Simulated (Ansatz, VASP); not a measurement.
One calculation of Ni, two programs

```
Ni
1.0
     2.38034    0.00000    0.00000
     0.00000    2.38034    0.00000
     0.00000    0.00000    2.38034
Ni
1
Direct
  0.00000 0.00000 0.00000
```

Alike in both runs: task single point; functional r2SCAN; k mesh 15 × 15 × 15; occupations fermi-dirac, width 0.1 eV; no spin polarisation.

|  | VASP | Ansatz |
| --- | --- | --- |
| version | VASP 6.6.1 | Ansatz 0.2.0 |
| potentials or method | VASP PAW PBE potentials, release 64 (Ni), cutoff 520 eV | plane waves (500 eV) with PAW, scalar-relativistic |
| valence electrons in the cell | 10 | 18 |

Ansatz gave:

- pressure (GPa): -14.2

What did VASP give for the same quantities?

Pressure (GPa): -13.9.

VASP's potentials were made for PBE, not for r2SCAN. With one functional, cell and mesh, what is left measures potentials, basis and numerics. VASP's potentials hold 10 valence electrons a cell and Ansatz's 18, so a difference there can come from the potentials and not from the codes.
